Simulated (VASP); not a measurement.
# TiAl3 (scan) (I4/mmm) in VASP: notebook

Runs on TiAl3 (scan). Level: r2SCAN. Tasks: single point.

Everything below comes from runs of VASP 6.6.1. Logs are shortened: lines on timing, memory, paths and dates and some standing lists are left out, and cuts for length are marked.

**1. The cell of the first run**

It takes space group I4/mmm (No. 139, tetragonal). Conventional cell: a = 3.824 Å, b = 3.824 Å, c = 8.562 Å, α = 90.00°, β = 90.00°, γ = 90.00°. Within 3.6 Å of Ti (site symmetry 4/mmm) lie 12 Al at 2.70 to 2.87 Å. Within 3.6 Å of Al (site symmetry 4/mmm) lie 4 Ti at 2.70 Å and 8 Al at 2.87 Å. Al (site symmetry -4m2) has 8 Al at 2.70 to 2.87 Å and 4 Ti at 2.87 Å within 3.6 Å.

**2. Single point, r2SCAN**

POSCAR reads:

```
TiAl3
1.0
   -1.9118270138      1.9118270138      4.2811799516
    1.9118270138     -1.9118270138      4.2811799516
    1.9118270138      1.9118270138     -4.2811799516
Ti Al
1 3
Direct
    0.0000000000      0.0000000000      0.0000000000
    0.5000000000      0.5000000000      0.0000000000
    0.7500000000      0.2500000000      0.5000000000
    0.2500000000      0.7500000000      0.5000000000
```

INCAR.step1 reads:

```
PREC = Accurate ; ENCUT = 520
ISMEAR = 0 ; SIGMA = 0.1
LREAL = False ; LASPH = True
NELM = 100 ; NBANDS = 18
GGA = PE ; ALGO = Normal
EDIFF = 1E-4 ; LWAVE = True
LCHARG = False
```

INCAR.step2 reads:

```
PREC = Accurate ; ENCUT = 520
EDIFF = 1E-6 ; ISMEAR = 0
SIGMA = 0.1 ; LREAL = False
LASPH = True ; NELM = 100
ALGO = Normal ; ISIF = 2
LWAVE = False ; LCHARG = True
METAGGA = R2SCAN ; LMIXTAU = True
LELF = True ; LVHAR = True
NBANDS = 18 ; ISTART = 1
```

KPOINTS reads:

```
regular mesh
0
Gamma
  16 16 16
```

Potentials or basis: VASP PAW PBE potentials, release 64 (Ti_sv, Al).

On the command line:

```sh
> cat potpaw_PBE.64/Ti_sv/POTCAR potpaw_PBE.64/Al/POTCAR > POTCAR
> cp INCAR.step1 INCAR
> mpirun -np 1 vasp_std > vasp.out
> cp INCAR.step2 INCAR
> mpirun -np 1 vasp_std > vasp.out
```

OUTCAR:

```text
PREC = Accurate
   ENCUT = 520
   EDIFF = 1E-6
   ISMEAR = 0
   LREAL = False
   LASPH = True
   NELM = 100
   ISIF = 2
   METAGGA = R2SCAN
   ISTART = 1

 ion  position               nearest neighbor table
   1  0.000  0.000  0.000-   2 2.70   2 2.70   2 2.70   2 2.70   4 2.87   3 2.87   4 2.87   4 2.87
                             3 2.87   3 2.87   4 2.87   3 2.87
   2  0.500  0.500  0.000-   1 2.70   1 2.70   1 2.70   1 2.70   4 2.87   3 2.87   4 2.87   3 2.87
                             4 2.87   4 2.87   3 2.87   3 2.87
   3  0.750  0.250  0.500-   4 2.70   4 2.70   4 2.70   4 2.70   2 2.87   1 2.87   2 2.87   1 2.87
                             2 2.87   2 2.87   1 2.87   1 2.87
   4  0.250  0.750  0.500-   3 2.70   3 2.70   3 2.70   3 2.70   2 2.87   1 2.87   2 2.87   2 2.87
                             1 2.87   1 2.87   2 2.87   1 2.87

  LATTYP: Found a body centered tetragonal cell.
 ALAT       =     3.8236540276
 C/A-ratio  =     2.2393134529

  Lattice vectors:

 A1 = (  -1.9118270138,   1.9118270138,   4.2811799516)
 A2 = (   1.9118270138,  -1.9118270138,   4.2811799516)
 A3 = (   1.9118270138,   1.9118270138,  -4.2811799516)

Analysis of symmetry for initial positions (statically):
=====================================================================
 Subroutine PRICEL returns:
 Original cell was already a primitive cell.

 Routine SETGRP: Setting up the symmetry group for a
 body centered tetragonal supercell.

 Subroutine GETGRP returns: Found 16 space group operations
 (whereof 16 operations were pure point group operations)
 out of a pool of 16 trial point group operations.

The static configuration has the point symmetry D_4h.

Analysis of symmetry for dynamics (positions and initial velocities):
=====================================================================
 Subroutine PRICEL returns:
 Original cell was already a primitive cell.

 Routine SETGRP: Setting up the symmetry group for a
 body centered tetragonal supercell.

 Subroutine GETGRP returns: Found 16 space group operations
 (whereof 16 operations were pure point group operations)
 out of a pool of 16 trial point group operations.

The dynamic configuration has the point symmetry D_4h.

 Subroutine INISYM returns: Found 16 space group operations
 (whereof 16 operations are pure point group operations),
 and found     1 'primitive' translations

----------------------------------------------------------------------------------------

                                     Primitive cell

  volume of cell :      62.5923

  direct lattice vectors                    reciprocal lattice vectors
    -1.911827014  1.911827014  4.281179952     0.000000000  0.261529938  0.116790232
     1.911827014 -1.911827014  4.281179952     0.261529938  0.000000000  0.116790232
     1.911827014  1.911827014 -4.281179952     0.261529938  0.261529938  0.000000000

  length of vectors
     5.063463917  5.063463917  5.063463917     0.286422532  0.286422532  0.369859185

  position of ions in fractional coordinates (direct lattice)
     0.000000000  0.000000000  0.000000000
     0.500000000  0.500000000  0.000000000
     0.750000000  0.250000000  0.500000000
     0.250000000  0.750000000  0.500000000

  ion indices of the primitive-cell ions
   primitive index   ion index
                 1           1
                 2           2
                 3           3
                 4           4

----------------------------------------------------------------------------------------

 KPOINTS: regular mesh

Automatic generation of k-mesh.
 Grid dimensions read from file:
 generate k-points for:   16   16   16

 Generating k-lattice:

  Cartesian coordinates                     Fractional coordinates (reciprocal lattice)
     0.000000000  0.016345621  0.007299390     0.062500000 -0.000000000  0.000000000
     0.016345621  0.000000000  0.007299390    -0.000000000  0.062500000  0.000000000
     0.016345621  0.016345621  0.000000000     0.000000000  0.000000000  0.062500000

  Length of vectors
     0.017901408  0.017901408  0.023116199

  Shift w.r.t. Gamma in fractional coordinates (k-lattice)
     0.000000000  0.000000000  0.000000000

 Subroutine IBZKPT returns following result:
 ===========================================

 Found    349 irreducible k-points:

 Following reciprocal coordinates:
            Coordinates               Weight
  0.000000  0.000000  0.000000      1.000000
  0.062500 -0.000000  0.000000      8.000000
  0.125000 -0.000000  0.000000      8.000000
  0.187500 -0.000000  0.000000      8.000000
  0.250000 -0.000000  0.000000      8.000000
  0.312500  0.000000  0.000000      8.000000
[... 16 lines left out ...]
 -0.125000  0.062500 -0.000000     16.000000
 -0.062500  0.062500  0.000000      4.000000
 [... further k-points ...]
   k-points           NKPTS =    349   k-points in BZ     NKDIM =    349   number of bands    NBANDS=     18
   number of dos      NEDOS =    301   number of ions     NIONS =      4
   total plane-waves  NPLWV =  64000
   dimension x,y,z NGX =    40 NGY =   40 NGZ =   40
   dimension x,y,z NGXF=    80 NGYF=   80 NGZF=   80
   ions per type =               1   3
   NGX,Y,Z   is equivalent  to a cutoff of  13.13, 13.13, 13.13 a.u.
   NGXF,Y,Z  is equivalent  to a cutoff of  26.27, 26.27, 26.27 a.u.
 SYSTEM =  unknown system
   PREC   = accura    normal or accurate (medium, high low for compatibility)
   ISTART =      1    job   : 0-new  1-cont  2-samecut
   ICHARG =      0    charge: 1-file 2-atom 10-const
   ISPIN  =      1    spin polarized calculation?
   LNONCOLLINEAR =      F non collinear calculations
   LSORBIT =      F    spin-orbit coupling
   LASPH  =      T    aspherical Exc in radial PAW
   ENCUT  =  520.0 eV  38.22 Ry    6.18 a.u.   9.41  9.41  9.41*2*pi/ulx,y,z
   NELM   =    100;   NELMIN=  2; NELMDL=  0     # of ELM steps
   EDIFF  = 0.1E-05   stopping-criterion for ELM
   LREAL  =      F    real-space projection
   EDIFFG = 0.1E-04   stopping-criterion for IOM
   NSW    =      0    number of steps for IOM
   IBRION =     -1    ionic relax: 0-MD 1-quasi-New 2-CG
   NFREE  =      0    steps in history (QN), initial steepest desc. (CG)
   ISIF   =      2    stress and relaxation
   ISYM   =      2    0-nonsym 1-usesym 2-fastsym
   POTIM  = 0.5000    time-step for ionic-motion
   TEBEG  =    0.0;   TEEND  =   0.0 temperature during run
   PSTRESS=    0.0 pullay stress
   NELECT =      21.0000    total number of electrons
   NUPDOWN=      -1.0000    fix difference up-down
   EMIN   =  10.00;   EMAX   =-10.00  energy-range for DOS
   EFERMI =   0.00;   METHOD = LEGACY
   ISMEAR =     0;   SIGMA  =   0.10  broadening in eV -4-tet -1-fermi 0-gaus
   EFERMI_NEDOS =   21; number of points for ismear=-14 and -15
   IALGO  =     38    algorithm
   IMIX   =      4    mixing-type and parameters
     AMIX     =   0.40;   BMIX     =  1.00
     AMIX_MAG =   1.60;   BMIX_MAG =  1.00
  volume/ion in A,a.u.               =      15.65       105.60
  Fermi-wavevector in a.u.,A,eV,Ry     =   1.137560  2.149677 17.606526  1.294043
  Thomas-Fermi vector in A             =   2.274265
   LORBIT       =      0    0 simple, 1 ext, 2 COOP (PROOUT), +10 PAW based schemes
   METAGGA = R2SCAN    functional components
   LHFCALC =     F    Hartree Fock is set to
   AEXX    =    0.0000 exact exchange contribution
   IVDW    =     0    specifies the selected vdW correction
   LEPSILON=     F    determine dielectric tensor
   LRPA    =     F    only Hartree local field effects (RPA)
 non-spin polarized calculation
 Gauss-broadening in eV      SIGMA  =   0.10
  energy-cutoff  :      520.00
  volume of cell :       62.59
 maximum number of plane-waves:      1700
 NGX is ok and might be reduce to    40
   NGX = 19   NGY = 19   NGZ = 19

 number of electron      20.9999999 magnetization

 Free energy of the ion-electron system (eV)
  ---------------------------------------------------
  ext. energy  EPLUGINS =         0.00000000
  ---------------------------------------------------
  free energy    TOTEN  =       -34.91063974 eV

  energy without entropy =      -34.90242537  energy(sigma->0) =      -34.90653256

 E-fermi :   8.3622     XC(G=0): -11.5538

 val. band max:        8.3612871549   @ k =  -0.1875   0.2500   0.1875
 cond. band min:       8.3677718552   @ k =  -0.3750  -0.4375   0.3750
 fundamental gap:      0.0064847003
 Fermi energy:         8.3621534810

 k-point     1 :       0.0000    0.0000    0.0000
  band No.  band energies     occupation
      1     -50.4531      2.00000
      2     -25.7250      2.00000
      3     -25.7250      2.00000
      4     -25.6534      2.00000
      5      -2.3876      2.00000
      6       5.3871      2.00000
[... 10 lines left out ...]
     17      12.4294      0.00000
     18      12.4478      0.00000

 k-point     2 :       0.0625   -0.0000    0.0000
  band No.  band energies     occupation
      1     -50.4530      2.00000
      2     -25.7262      2.00000
      3     -25.7250      2.00000
      4     -25.6534      2.00000
      5      -2.3359      2.00000
      6       5.0304      2.00000
[... 10 lines left out ...]
     17      12.4576      0.00000
     18      12.7342      0.00000

 k-point     3 :       0.1250   -0.0000    0.0000
  band No.  band energies     occupation
      1     -50.4529      2.00000
      2     -25.7295      2.00000
      3     -25.7247      2.00000
      4     -25.6532      2.00000
      5      -2.1814      2.00000
      6       4.6621      2.00000
[... 10 lines left out ...]
     17      12.5123      0.00000
     18      13.4567      0.00000

 k-point     4 :       0.1875   -0.0000    0.0000
  band No.  band energies     occupation
      1     -50.4526      2.00000
      2     -25.7344      2.00000
      3     -25.7244      2.00000
      4     -25.6530      2.00000
      5      -1.9259      2.00000
      6       4.2806      2.00000
[... 375 lines left out ...]
      4     -25.6528      2.00000
      5      -1.9250      2.00000
      6       4.6044      2.00000
[... 10 lines left out ...]
     17      12.8808      0.00000
     18      14.2943      0.00000

 k-point    23 :      -0.1250    0.0625   -0.0000
  band No.  band energies     occupation
      1     -50.4528      2.00000
      2     -25.7294      2.00000
      3     -25.7259      2.00000
      4     -25.6530      2.00000
      5      -2.1638      2.00000
      6       5.0470      2.00000
[... 10 lines left out ...]
     17      12.7136      0.00000
     18      13.4825      0.00000

 k-point    24 :      -0.0625    0.0625    0.0000
  band No.  band energies     occupation
      1     -50.4530      2.00000
      2     -25.7262      2.00000
      3     -25.7260      2.00000
      4     -25.6533      2.00000
      5      -2.3012      2.00000
      6       5.4202      2.00000
[... 10 lines left out ...]
     17      12.5981      0.00000
     18      12.8089      0.00000

 [... further k-points ...]
[... 5 lines left out ...]
  --------------------------------------------------------------------------------------
  -------------------------------------------------------------------------------------
  Total       -0.0354718     -0.0354718     -0.0227891      0.0000000      0.0000000      0.0000000
  in kB       -0.9079722     -0.9079722     -0.5833344      0.0000000      0.0000000      0.0000000
  external PRESSURE =      -0.7997596 kB  Pullay stress =       0.0000000 kB

 VOLUME and BASIS-vectors are now :
 -----------------------------------------------------------------------------
  energy-cutoff  :      520.00
  volume of cell :       62.59
      direct lattice vectors                 reciprocal lattice vectors
    -1.911827014  1.911827014  4.281179952     0.000000000  0.261529938  0.116790232
     1.911827014 -1.911827014  4.281179952     0.261529938  0.000000000  0.116790232
     1.911827014  1.911827014 -4.281179952     0.261529938  0.261529938  0.000000000

 POSITION                                       TOTAL-FORCE (eV/Angst)
 -----------------------------------------------------------------------------------
      0.00000      0.00000      0.00000         0.000000      0.000000     -0.000000
      0.00000      0.00000      4.28118         0.000000      0.000000     -0.000000
      0.00000      1.91183      2.14059        -0.000000     -0.000000      0.000000
      1.91183      0.00000      2.14059         0.000000      0.000000      0.000000
 -----------------------------------------------------------------------------------
    total drift:                               -0.000000     -0.000000     -0.000000

  FREE ENERGIE OF THE ION-ELECTRON SYSTEM (eV)
  ---------------------------------------------------
  free  energy   TOTEN  =       -34.9106397442 eV

  energy  without entropy=      -34.9024253671  energy(sigma->0) =      -34.90653256
```

It took 16 min on 1 thread of Intel Xeon 6975P-C (Granite Rapids), shared host; peak memory 0.53 GiB.

Results:

* Free energy: -34.9106 eV
* Pressure: -0.1 GPa

Levels at points of the mesh, in eV from the Fermi level:
| k point | band 8 | band 9 | band 10 | band 11 | band 12 | band 13 | band 14 | band 15 |
| --- | --- | --- | --- | --- | --- | --- | --- | --- |
| (0.00, 0.00, 0.00) | -1.47 | -1.32 | -1.32 | 0.86 | 1.75 | 1.75 | 2.18 | 2.87 |
| (0.50, 0.00, 0.00) | -3.15 | -1.16 | -0.27 | 0.56 | 2.06 | 2.15 | 2.91 | 3.30 |
| (0.50, 0.50, 0.00) | -4.13 | -3.03 | -2.35 | -1.06 | 1.94 | 2.23 | 2.76 | 2.98 |
| (0.50, 0.50, 0.50) | -1.06 | -1.06 | -0.28 | 0.78 | 0.78 | 0.99 | 3.21 | 5.27 |

Caveat: the PAW data sets were made with another functional, which shifts forces and pressure a little.

**3. Single point, r2SCAN**

POSCAR reads:

```
TiAl3
1.0
   -1.9111067700      1.9111067700      4.2806687900
    1.9111067700     -1.9111067700      4.2806687900
    1.9111067700      1.9111067700     -4.2806687900
Ti Al
1 3
Direct
    0.0000000000      0.0000000000      0.0000000000
    0.5000000000      0.5000000000      0.0000000000
    0.7500000000      0.2500000000      0.5000000000
    0.2500000000      0.7500000000      0.5000000000
```

INCAR.step1 reads:

```
SYSTEM = TiAl3
PREC = Accurate
ENCUT = 520
ISMEAR = 0
SIGMA = 0.1
LREAL = .FALSE.
LASPH = .TRUE.
NELM = 100
NBANDS = 18
GGA = PE
ALGO = Normal
EDIFF = 1E-4
LWAVE = .TRUE.
LCHARG = .FALSE.
```

INCAR.step2 reads:

```
SYSTEM = TiAl3
PREC = Accurate
ENCUT = 520
EDIFF = 1E-6
ISMEAR = 0
SIGMA = 0.1
LREAL = .FALSE.
LASPH = .TRUE.
NELM = 100
ALGO = Normal
ISIF = 2
LWAVE = .FALSE.
LCHARG = .FALSE.
METAGGA = R2SCAN
LMIXTAU = .TRUE.
NBANDS = 18
ISTART = 1
```

KPOINTS reads:

```
regular mesh
0
G
  6 6 6
  0 0 0
```

Potentials or basis: VASP PAW PBE potentials, release 64 (Ti_sv, Al).

On the command line:

```sh
> cat potpaw_PBE.64/Ti_sv/POTCAR potpaw_PBE.64/Al/POTCAR > POTCAR
> cp INCAR.step1 INCAR
> mpirun -np 1 vasp_std > vasp.out
> cp INCAR.step2 INCAR
> mpirun -np 1 vasp_std > vasp.out
```

It took 99 s on 1 thread of Intel Xeon 6975P-C (Granite Rapids), shared host; peak memory 0.26 GiB.

The run converged. Its results:

* Free energy: -34.9160 eV
* Pressure: 0.0 GPa

Stress tensor (GPa, compression positive):
```
-0.01  0.00  0.00
 0.00 -0.01  0.00
 0.00  0.00  0.11
```

Levels at points of the mesh, in eV from the Fermi level:
| k point | band 9 | band 10 | band 11 | band 12 | band 13 | band 14 |
| --- | --- | --- | --- | --- | --- | --- |
| (0.00, 0.00, 0.00) | -1.32 | -1.32 | 0.85 | 1.74 | 1.74 | 2.19 |
| (0.50, 0.00, 0.00) | -1.17 | -0.27 | 0.56 | 2.05 | 2.16 | 2.91 |
| (0.50, 0.50, 0.00) | -3.04 | -2.35 | -1.07 | 1.94 | 2.22 | 2.77 |
| (0.50, 0.50, 0.50) | -1.06 | -0.28 | 0.77 | 0.77 | 0.97 | 3.21 |

Caveat: the k points lie up to 0.39 Å⁻¹ apart; the PAW data sets were made with another functional, which shifts forces and pressure a little.
